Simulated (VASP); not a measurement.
# Li5S3 (I-4m2) in VASP: single point with PBE

Aim: the single point of Li5S3 with PBE.

Program: VASP 6.6.1. These are calculated values, not measurements. Logs are shortened: lines on timing, memory, paths and dates and some standing lists are left out, and cuts for length are marked.

## 1. The cell of the first run

It takes space group I-4m2 (No. 119, tetragonal). Conventional cell: a = 7.463 Å, b = 7.463 Å, c = 18.468 Å, α = 90.00°, β = 90.00°, γ = 90.00°. Within 2.9 Å of Li (site symmetry m) lie 2 S at 2.22 Å. Within 2.9 Å of Li (site symmetry -4m2) lie 2 S at 2.22 Å. Within 2.9 Å of S (site symmetry 2mm) lie 3 Li at 2.22 Å. Within 2.9 Å of S (site symmetry -4m2) lie 4 Li at 2.22 Å.

The cell was generated, and may not be a known phase.

## 2. Single point, PBE

INCAR

```
PREC     = Accurate       # precision mode
ENCUT    = 520            # plane-wave cutoff, eV
EDIFF    = 1E-6           # SCF threshold, eV
ISMEAR   = 0              # smearing method
SIGMA    = 0.1            # smearing width, eV
LREAL    = False          # projectors in reciprocal space
LASPH    = True           # aspherical terms in the spheres
NELM     = 80             # most SCF steps
ALGO     = Normal         # electronic algorithm
ISIF     = 2              # what is computed and relaxed
LWAVE    = False          # write WAVECAR
LCHARG   = True           # write CHGCAR
GGA      = PE             # functional
LELF     = True           # ELF
LVHAR    = True         
NBANDS   = 26             # bands
```

KPOINTS

```
Automatic mesh
0
Gamma
  4 4 4
```

POSCAR

```
Li5S3
1.0
   -3.7313673500      3.7313673500      9.2339136100
    3.7313673500     -3.7313673500      9.2339136100
    3.7313673500      3.7313673500     -9.2339136100
Li S
5 3
Direct
    0.5649496200      0.3149496200      0.2500000000
    0.0649496200      0.3149496200      0.7500000000
    0.5000000000      0.5000000000      0.0000000000
    0.6850503800      0.9350503800      0.2500000000
    0.6850503800      0.4350503800      0.7500000000
    0.3798992300      0.3798992300      0.0000000000
    0.7500000000      0.2500000000      0.5000000000
    0.6201007700      0.6201007700      0.0000000000
```

Potentials or basis: VASP PAW PBE potentials, release 64 (Li_sv, S).

Started as:

```sh
> cat potpaw_PBE.64/Li_sv/POTCAR potpaw_PBE.64/S/POTCAR > POTCAR
> mpirun -np 1 vasp_std > vasp.out
```

OUTCAR:

```text
PREC = Accurate
   ENCUT = 520
   EDIFF = 1E-6
   ISMEAR = 0
   LREAL = False
   LASPH = True
   NELM = 80
   ISIF = 2
   GGA = PE

 ion  position               nearest neighbor table
   1  0.565  0.315  0.250-   6 2.22   7 2.22
   2  0.065  0.315  0.750-   6 2.22   7 2.22
   3  0.500  0.500  0.000-   6 2.22   8 2.22
   4  0.685  0.935  0.250-   8 2.22   7 2.22
   5  0.685  0.435  0.750-   8 2.22   7 2.22
   6  0.380  0.380  0.000-   1 2.22   2 2.22   3 2.22
   7  0.750  0.250  0.500-   1 2.22   2 2.22   4 2.22   5 2.22
   8  0.620  0.620  0.000-   4 2.22   5 2.22   3 2.22

  LATTYP: Found a body centered tetragonal cell.
 ALAT       =     7.4627347000
 C/A-ratio  =     2.4746728863

  Lattice vectors:

 A1 = (  -3.7313673500,   3.7313673500,   9.2339136100)
 A2 = (   3.7313673500,  -3.7313673500,   9.2339136100)
 A3 = (   3.7313673500,   3.7313673500,  -9.2339136100)

Analysis of symmetry for initial positions (statically):
=====================================================================
 Subroutine PRICEL returns:
 Original cell was already a primitive cell.

 Routine SETGRP: Setting up the symmetry group for a
 body centered tetragonal supercell.

 Subroutine GETGRP returns: Found  8 space group operations
 (whereof  8 operations were pure point group operations)
 out of a pool of 16 trial point group operations.

The static configuration has the point symmetry D_2d.

Analysis of symmetry for dynamics (positions and initial velocities):
=====================================================================
 Subroutine PRICEL returns:
 Original cell was already a primitive cell.

 Routine SETGRP: Setting up the symmetry group for a
 body centered tetragonal supercell.

 Subroutine GETGRP returns: Found  8 space group operations
 (whereof  8 operations were pure point group operations)
 out of a pool of 16 trial point group operations.

The dynamic configuration has the point symmetry D_2d.

 Subroutine INISYM returns: Found  8 space group operations
 (whereof  8 operations are pure point group operations),
 and found     1 'primitive' translations

----------------------------------------------------------------------------------------

[... 93 lines left out ...]
   LREAL  =      F    real-space projection
   EDIFFG = 0.1E-04   stopping-criterion for IOM
   NSW    =      0    number of steps for IOM
   IBRION =     -1    ionic relax: 0-MD 1-quasi-New 2-CG
   NFREE  =      0    steps in history (QN), initial steepest desc. (CG)
   ISIF   =      2    stress and relaxation
   ISYM   =      2    0-nonsym 1-usesym 2-fastsym
   POTIM  = 0.5000    time-step for ionic-motion
   TEBEG  =    0.0;   TEEND  =   0.0 temperature during run
   PSTRESS=    0.0 pullay stress
   NELECT =      33.0000    total number of electrons
   NUPDOWN=      -1.0000    fix difference up-down
   EMIN   =  10.00;   EMAX   =-10.00  energy-range for DOS
   EFERMI =   0.00;   METHOD = LEGACY
   ISMEAR =     0;   SIGMA  =   0.10  broadening in eV -4-tet -1-fermi 0-gaus
   EFERMI_NEDOS =   21; number of points for ismear=-14 and -15
   IALGO  =     38    algorithm
   IMIX   =      4    mixing-type and parameters
     AMIX     =   0.40;   BMIX     =  1.00
     AMIX_MAG =   1.60;   BMIX_MAG =  1.00
  volume/ion in A,a.u.               =      64.28       433.80
  Fermi-wavevector in a.u.,A,eV,Ry     =   0.655419  1.238562  5.844706  0.429574
  Thomas-Fermi vector in A             =   1.726288
   LORBIT       =      0    0 simple, 1 ext, 2 COOP (PROOUT), +10 PAW based schemes
   GGA     = PE    functional components
   LHFCALC =     F    Hartree Fock is set to
   AEXX    =    0.0000 exact exchange contribution
   IVDW    =     0    specifies the selected vdW correction
   LEPSILON=     F    determine dielectric tensor
   LRPA    =     F    only Hartree local field effects (RPA)
 non-spin polarized calculation
 Gauss-broadening in eV      SIGMA  =   0.10
  energy-cutoff  :      520.00
  volume of cell :      514.26
 maximum number of plane-waves:     13880
   NGX = 39   NGY = 39   NGZ = 39

 number of electron      32.9999999 magnetization

 Free energy of the ion-electron system (eV)
  ---------------------------------------------------
  ext. energy  EPLUGINS =         0.00000000
  ---------------------------------------------------
  free energy    TOTEN  =       -27.68448967 eV

  energy without entropy =      -27.59699776  energy(sigma->0) =      -27.64074371

 E-fermi :  -3.8131     XC(G=0):  -3.5811

 val. band max:       -3.8300461347   @ k =   0.5000   0.5000   0.5000
 cond. band min:      -0.1394655533   @ k =   0.0000   0.0000   0.0000
 fundamental gap:      3.6905805814
 Fermi energy:        -3.8130928288

 k-point     1 :       0.0000    0.0000    0.0000
  band No.  band energies     occupation
      1     -47.9160      2.00000
      2     -47.8761      2.00000
      3     -47.8746      2.00000
      4     -47.8744      2.00000
      5     -47.8744      2.00000
      6     -13.7549      2.00000
[... 366 lines left out ...]
     25       2.7535      0.00000
     26       2.7539      0.00000

------------------------ aborting loop because EDIFF is reached ----------------------------------------

  FORCE on cell =-STRESS in cart. coord.  units (eV):
  Direction    XX          YY          ZZ          XY          YZ          ZX
  --------------------------------------------------------------------------------------
  -------------------------------------------------------------------------------------
  Total        1.3423720      1.3423720      2.2172505      0.0000000     -0.0000000      0.0000000
  in kB        4.1821697      4.1821697      6.9078600      0.0000000     -0.0000000      0.0000000
  external PRESSURE =       5.0907331 kB  Pullay stress =       0.0000000 kB

 VOLUME and BASIS-vectors are now :
 -----------------------------------------------------------------------------
  energy-cutoff  :      520.00
  volume of cell :      514.26
      direct lattice vectors                 reciprocal lattice vectors
    -3.731367350  3.731367350  9.233913610     0.000000000  0.133999136  0.054148222
     3.731367350 -3.731367350  9.233913610     0.133999136  0.000000000  0.054148222
     3.731367350  3.731367350 -9.233913610     0.133999136  0.133999136  0.000000000

 POSITION                                       TOTAL-FORCE (eV/Angst)
 -----------------------------------------------------------------------------------
      0.00000      1.86568      5.81644        -0.000000      0.061280      0.019964
      3.73137      1.86568     -3.41748         0.000000     -0.061280      0.019964
      0.00000      0.00000      9.23391         0.000000     -0.000000     -0.000000
      1.86568     -0.00000     12.65139         0.061280     -0.000000     -0.019964
      1.86568      3.73137      3.41748        -0.061280      0.000000     -0.019964
      0.00000      0.00000      7.01591         0.000000     -0.000000     -0.004265
     -0.00000      3.73137      4.61696         0.000000     -0.000000      0.000000
      0.00000      0.00000     11.45191         0.000000     -0.000000      0.004265
 -----------------------------------------------------------------------------------
    total drift:                               -0.000000      0.000000      0.000000

  FREE ENERGIE OF THE ION-ELECTRON SYSTEM (eV)
  ---------------------------------------------------
  free  energy   TOTEN  =       -27.6844896699 eV

  energy  without entropy=      -27.5969977565  energy(sigma->0) =      -27.64074371
```

stdout:

```text
POSCAR found type information on POSCAR LiS
 POSCAR found :  2 types and       8 ions
 scaLAPACK will be used
 LDA part: xc-table for (Slater+PW92), standard interpolation
 POSCAR, INCAR and KPOINTS ok, starting setup
 FFT: planning ... GRIDC
 FFT: planning ... GRID_SOFT
 FFT: planning ... GRID
 WAVECAR not read
 entering main loop
```

It took 14 min on 1 thread of AMD EPYC 9755, shared host; peak memory 0.97 GiB.

What came out:

* Free energy: -27.6845 eV
* Largest force: 0.064 eV/Å
* Band gap on the k mesh: zero (an odd number of electrons rules out a gap without spin polarisation)

Forces in eV/Å, atoms in the order of the input:
```
Li   0.000  0.061  0.020
Li   0.000 -0.061  0.020
Li   0.000  0.000  0.000
Li   0.061  0.000 -0.020
Li  -0.061  0.000 -0.020
S    0.000  0.000 -0.004
S    0.000  0.000  0.000
S    0.000  0.000  0.004
```

Caveat: the cutoff is under 1.25 times the usual one of these potentials, so pressure, stress and relaxed cells hold a basis-set (Pulay) error.

The gap in the log of VASP goes by the Fermi energy; the results here count the filled bands.